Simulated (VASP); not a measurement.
# BN (I-4m2) in VASP: a series of runs

Runs on BN. Level: LDA. Tasks: single point.

All numbers are computed with VASP 6.6.1; they aren't measurements. Logs are shortened: lines on timing, memory, paths and dates and some standing lists are left out, and cuts for length are marked.

**1. The cell of the first run**

The structure is tetragonal, space group I-4m2 (No. 119). Conventional cell: a = 2.484 Å, b = 2.484 Å, c = 3.864 Å, α = 90.00°, β = 90.00°, γ = 90.00°. Within 2.1 Å of B (site symmetry -4m2) lie 4 N at 1.57 Å. N (site symmetry -4m2) has 4 B at 1.57 Å within 2.1 Å.

**2. Single point, LDA**

The input, INCAR:

```
  PREC = Accurate
  ENCUT = 520
  EDIFF = 1E-6
  ISMEAR = 0
  SIGMA = 0.05
  LREAL = F
  LASPH = T
  NELM = 60
  ALGO = Normal
  ISIF = 2
  LWAVE = F
  LCHARG = F
  NBANDS = 11
```

The input, KPOINTS:

```
regular mesh
0
Gamma
  12 12 12
```

The input, POSCAR:

```
BN
1.0
    0.0000000000      1.7563072008      1.9319379209
    1.7563072008      0.0000000000      1.9319379209
    1.7563072008      1.7563072008      0.0000000000
B N
1 1
Direct
    0.0000000000      0.0000000000      0.0000000000
    0.7500000000      0.7500000000      0.7500000000
```

Potentials or basis: VASP PAW LDA potentials, release 64 (B, N).

Command:

```
$ cat potpaw_LDA.64/B/POTCAR potpaw_LDA.64/N/POTCAR > POTCAR
$ mpirun -np 1 vasp_std > vasp.out
```

OUTCAR:

```text
PREC = Accurate
   ENCUT = 520
   EDIFF = 1E-6
   ISMEAR = 0
   LREAL = F
   LASPH = T
   NELM = 60
   ISIF = 2

 ion  position               nearest neighbor table
   1  0.000  0.000  0.000-   2 1.57   2 1.57   2 1.57   2 1.57
   2  0.750  0.750  0.750-   1 1.57   1 1.57   1 1.57   1 1.57

  LATTYP: Found a body centered tetragonal cell.
 ALAT       =     2.4837934631
 C/A-ratio  =     1.5556349186

  Lattice vectors:

 A1 = (  -1.7563072008,   0.0000000000,   1.9319379209)
 A2 = (   1.7563072008,   0.0000000000,   1.9319379209)
 A3 = (   0.0000000000,   1.7563072008,  -1.9319379209)

Analysis of symmetry for initial positions (statically):
=====================================================================
 Subroutine PRICEL returns:
 Original cell was already a primitive cell.

 Routine SETGRP: Setting up the symmetry group for a
 body centered tetragonal supercell.

 Subroutine GETGRP returns: Found  8 space group operations
 (whereof  8 operations were pure point group operations)
 out of a pool of 16 trial point group operations.

The static configuration has the point symmetry D_2d.

Analysis of symmetry for dynamics (positions and initial velocities):
=====================================================================
 Subroutine PRICEL returns:
 Original cell was already a primitive cell.

 Routine SETGRP: Setting up the symmetry group for a
 body centered tetragonal supercell.

 Subroutine GETGRP returns: Found  8 space group operations
 (whereof  8 operations were pure point group operations)
 out of a pool of 16 trial point group operations.

The dynamic configuration has the point symmetry D_2d.

 Subroutine INISYM returns: Found  8 space group operations
 (whereof  8 operations are pure point group operations),
 and found     1 'primitive' translations

----------------------------------------------------------------------------------------

                                     Primitive cell

  volume of cell :      11.9186

  direct lattice vectors                    reciprocal lattice vectors
     0.000000000  1.756307201  1.931937921    -0.284688237  0.284688237  0.258807488
     1.756307201  0.000000000  1.931937921     0.284688237 -0.284688237  0.258807488
     1.756307201  1.756307201  0.000000000     0.284688237  0.284688237 -0.258807488

  length of vectors
     2.610938359  2.610938359  2.483793463     0.478618951  0.478618951  0.478618951

  position of ions in fractional coordinates (direct lattice)
     0.000000000  0.000000000  0.000000000
     0.750000000  0.750000000  0.750000000

  ion indices of the primitive-cell ions
   primitive index   ion index
                 1           1
                 2           2

----------------------------------------------------------------------------------------

 KPOINTS: regular mesh

Automatic generation of k-mesh.
 Grid dimensions read from file:
 generate k-points for:   12   12   12

 Generating k-lattice:

  Cartesian coordinates                     Fractional coordinates (reciprocal lattice)
    -0.023724020  0.023724020  0.021567291     0.083333333  0.000000000  0.000000000
     0.023724020 -0.023724020  0.021567291     0.000000000  0.083333333  0.000000000
     0.023724020  0.023724020 -0.021567291    -0.000000000 -0.000000000  0.083333333

  Length of vectors
     0.039884913  0.039884913  0.039884913

  Shift w.r.t. Gamma in fractional coordinates (k-lattice)
     0.000000000  0.000000000  0.000000000

 Subroutine IBZKPT returns following result:
 ===========================================

 Found    163 irreducible k-points:

 Following reciprocal coordinates:
            Coordinates               Weight
  0.000000  0.000000  0.000000      1.000000
  0.083333  0.000000  0.000000      8.000000
  0.166667  0.000000  0.000000      8.000000
  0.250000  0.000000  0.000000      8.000000
  0.333333 -0.000000  0.000000      8.000000
  0.416667  0.000000  0.000000      8.000000
[... 16 lines left out ...]
  0.500000  0.166667  0.000000      8.000000
 -0.416667  0.166667  0.000000      8.000000
 [... further k-points ...]
   k-points           NKPTS =    163   k-points in BZ     NKDIM =    163   number of bands    NBANDS=     11
   number of dos      NEDOS =    301   number of ions     NIONS =      2
   total plane-waves  NPLWV =   7200
   dimension x,y,z NGX =    20 NGY =   20 NGZ =   18
   dimension x,y,z NGXF=    40 NGYF=   40 NGZF=   36
   ions per type =               1   1
   NGX,Y,Z   is equivalent  to a cutoff of  12.73, 12.73, 12.05 a.u.
   NGXF,Y,Z  is equivalent  to a cutoff of  25.47, 25.47, 24.10 a.u.
 SYSTEM =  unknown system
   PREC   = accura    normal or accurate (medium, high low for compatibility)
   ISTART =      0    job   : 0-new  1-cont  2-samecut
   ICHARG =      2    charge: 1-file 2-atom 10-const
   ISPIN  =      1    spin polarized calculation?
   LNONCOLLINEAR =      F non collinear calculations
   LSORBIT =      F    spin-orbit coupling
   LASPH  =      T    aspherical Exc in radial PAW
   ENCUT  =  520.0 eV  38.22 Ry    6.18 a.u.   4.85  4.85  4.62*2*pi/ulx,y,z
   NELM   =     60;   NELMIN=  2; NELMDL= -5     # of ELM steps
   EDIFF  = 0.1E-05   stopping-criterion for ELM
   LREAL  =      F    real-space projection
   EDIFFG = 0.1E-04   stopping-criterion for IOM
   NSW    =      0    number of steps for IOM
   IBRION =     -1    ionic relax: 0-MD 1-quasi-New 2-CG
   NFREE  =      0    steps in history (QN), initial steepest desc. (CG)
   ISIF   =      2    stress and relaxation
   ISYM   =      2    0-nonsym 1-usesym 2-fastsym
   POTIM  = 0.5000    time-step for ionic-motion
   TEBEG  =    0.0;   TEEND  =   0.0 temperature during run
   PSTRESS=    0.0 pullay stress
   NELECT =       8.0000    total number of electrons
   NUPDOWN=      -1.0000    fix difference up-down
   EMIN   =  10.00;   EMAX   =-10.00  energy-range for DOS
   EFERMI =   0.00;   METHOD = LEGACY
   ISMEAR =     0;   SIGMA  =   0.05  broadening in eV -4-tet -1-fermi 0-gaus
   EFERMI_NEDOS =   21; number of points for ismear=-14 and -15
   IALGO  =     38    algorithm
   IMIX   =      4    mixing-type and parameters
     AMIX     =   0.40;   BMIX     =  1.00
     AMIX_MAG =   1.60;   BMIX_MAG =  1.00
  volume/ion in A,a.u.               =       5.96        40.22
  Fermi-wavevector in a.u.,A,eV,Ry     =   1.433387  2.708709 27.954506  2.054598
  Thomas-Fermi vector in A             =   2.552911
   LORBIT       =      0    0 simple, 1 ext, 2 COOP (PROOUT), +10 PAW based schemes
   GGA     = CA    functional components
   LHFCALC =     F    Hartree Fock is set to
   AEXX    =    0.0000 exact exchange contribution
   IVDW    =     0    specifies the selected vdW correction
   LEPSILON=     F    determine dielectric tensor
   LRPA    =     F    only Hartree local field effects (RPA)
 non-spin polarized calculation
 Gauss-broadening in eV      SIGMA  =   0.05
  energy-cutoff  :      520.00
  volume of cell :       11.92
 maximum number of plane-waves:       344
   NGX =  9   NGY =  9   NGZ =  9

 number of electron       8.0000000 magnetization

 Free energy of the ion-electron system (eV)
  ---------------------------------------------------
  ext. energy  EPLUGINS =         0.00000000
  ---------------------------------------------------
  free energy    TOTEN  =       -19.24727046 eV

  energy without entropy =      -19.24727046  energy(sigma->0) =      -19.24727046

 E-fermi :   7.9474     XC(G=0): -13.0686

 val. band max:        7.6602111581   @ k =   0.0000   0.0000   0.0000
 cond. band min:      11.1317856297   @ k =   0.5000   0.0000   0.5000
 fundamental gap:      3.4715744717
 Fermi energy:         7.9474038651

 k-point     1 :       0.0000    0.0000    0.0000
  band No.  band energies     occupation
      1     -12.6713      2.00000
      2       6.5614      2.00000
      3       7.6602      2.00000
      4       7.6602      2.00000
      5      15.7871      0.00000
      6      15.7871      0.00000
      7      16.4612      0.00000
      8      17.5003      0.00000
      9      31.6242      0.00000
     10      31.7526      0.00000
     11      32.4320      0.00000

 k-point     2 :       0.0833    0.0000    0.0000
  band No.  band energies     occupation
      1     -12.5019      2.00000
      2       6.0744      2.00000
      3       7.0468      2.00000
      4       7.5167      2.00000
      5      15.7964      0.00000
      6      16.0668      0.00000
      7      16.8524      0.00000
      8      18.0647      0.00000
      9      30.0605      0.00000
     10      31.5546      0.00000
     11      34.4732      0.00000

 k-point     3 :       0.1667    0.0000    0.0000
  band No.  band energies     occupation
      1     -11.9996      2.00000
      2       4.2859      2.00000
      3       6.2569      2.00000
      4       7.1694      2.00000
      5      15.8554      0.00000
      6      16.7548      0.00000
      7      17.5407      0.00000
      8      19.3809      0.00000
      9      29.0886      0.00000
     10      31.2926      0.00000
     11      32.5158      0.00000

 k-point     4 :       0.2500    0.0000    0.0000
  band No.  band energies     occupation
      1     -11.1868      2.00000
      2       1.8971      2.00000
      3       5.6028      2.00000
      4       6.7733      2.00000
      5      15.8724      0.00000
      6      17.5116      0.00000
      7      18.1831      0.00000
      8      20.6859      0.00000
      9      29.0985      0.00000
     10      31.1599      0.00000
     11      31.6004      0.00000
[... 239 lines left out ...]
 k-point    22 :       0.4167    0.1667    0.0000
  band No.  band energies     occupation
      1      -9.4642      2.00000
      2      -0.5801      2.00000
      3       3.4086      2.00000
      4       5.1354      2.00000
      5      16.4167      0.00000
      6      18.8130      0.00000
      7      20.1752      0.00000
      8      21.6617      0.00000
      9      26.9207      0.00000
     10      32.1859      0.00000
     11      35.6854      0.00000

 k-point    23 :       0.5000    0.1667    0.0000
  band No.  band energies     occupation
      1      -8.4248      2.00000
      2      -2.2045      2.00000
      3       2.7531      2.00000
      4       5.2611      2.00000
      5      16.7310      0.00000
      6      18.8403      0.00000
      7      20.0200      0.00000
      8      22.5867      0.00000
      9      27.9022      0.00000
     10      32.4646      0.00000
     11      34.7422      0.00000

 k-point    24 :      -0.4167    0.1667    0.0000
  band No.  band energies     occupation
      1      -8.0390      2.00000
      2      -2.7276      2.00000
      3       2.3972      2.00000
      4       5.5964      2.00000
      5      17.1384      0.00000
      6      18.8163      0.00000
      7      19.5942      0.00000
      8      22.5364      0.00000
      9      28.7127      0.00000
     10      32.6323      0.00000
     11      33.0774      0.00000

 [... further k-points ...]

------------------------ aborting loop because EDIFF is reached ----------------------------------------

  FORCE on cell =-STRESS in cart. coord.  units (eV):
  Direction    XX          YY          ZZ          XY          YZ          ZX
  --------------------------------------------------------------------------------------
  -------------------------------------------------------------------------------------
  Total        0.6400195      0.6400195     -4.2563726      0.0000000      0.0000000      0.0000000
  in kB       86.0358944     86.0358944   -572.1713324      0.0000000      0.0000000      0.0000000
  external PRESSURE =    -133.3665145 kB  Pullay stress =       0.0000000 kB

 VOLUME and BASIS-vectors are now :
 -----------------------------------------------------------------------------
  energy-cutoff  :      520.00
  volume of cell :       11.92
      direct lattice vectors                 reciprocal lattice vectors
     0.000000000  1.756307201  1.931937921    -0.284688237  0.284688237  0.258807488
     1.756307201  0.000000000  1.931937921     0.284688237 -0.284688237  0.258807488
     1.756307201  1.756307201  0.000000000     0.284688237  0.284688237 -0.258807488

 POSITION                                       TOTAL-FORCE (eV/Angst)
 -----------------------------------------------------------------------------------
      0.00000      0.00000      0.00000        -0.000000     -0.000000      0.000000
      2.63446      2.63446      2.89791         0.000000      0.000000     -0.000000
 -----------------------------------------------------------------------------------
    total drift:                                0.000001      0.000001     -0.000004

  FREE ENERGIE OF THE ION-ELECTRON SYSTEM (eV)
  ---------------------------------------------------
  free  energy   TOTEN  =       -19.2472704634 eV

  energy  without entropy=      -19.2472704634  energy(sigma->0) =      -19.24727046
```

Run time: 24 s. Hardware: 1 thread of Intel Xeon 8259CL, shared host; peak memory 0.12 GiB.

Results:

```
Free energy            : -19.2473 eV
Pressure               : -13.3 GPa
Band gap on the k mesh : 3.47 eV, indirect (least direct gap 8.07 eV)
```

Stress tensor (GPa, compression positive):
```
  8.60   0.00   0.00
  0.00   8.60   0.00
  0.00   0.00 -57.22
```

(Continued in part 2 of 2.)
